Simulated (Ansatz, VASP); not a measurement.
# One calculation of BaY3Si, two programs

```
CELL_PARAMETERS angstrom
4.72042 0.00000 0.00000
-2.36021 4.08801 0.00000
0.00000 0.00000 8.90593
ATOMIC_POSITIONS crystal
Ba 0.66667 0.33333 0.50000
Y 0.33333 0.66667 0.50000
Y 0.66667 0.33333 0.16468
Y 0.66667 0.33333 0.83532
Si 0.33333 0.66667 0.00000
```

Alike in both runs: functional PBE; k mesh 6 × 6 × 2; occupations gaussian, width 0.1 eV; no spin polarisation.

Ansatz relaxed the structure, and its values are those at the end. VASP's run is a single point on that final structure, the one shown.

|  | VASP | Ansatz |
| --- | --- | --- |
| version | VASP 6.6.1 | Ansatz 0.2.0 |
| potentials or method | VASP PAW PBE potentials, release 64 (Ba_sv, Y_sv, Si), cutoff 520 eV | scalar-relativistic, plane waves, PAW |
| valence electrons in the cell | 47 | 47 |

|  | VASP | Ansatz | Ansatz less VASP |
| --- | --- | --- | --- |
| gap on the k mesh at the Fermi level (eV) | none | none | - |
| pressure (GPa) | 0.6 | 0.0 | -0.58 |
| rms of the force components (eV/Å) | 0.016 | 0.002 | -0.0143 |

A gap of «none» marks a metal or a gap that the smearing closes.

Spin-orbit coupling is off throughout.
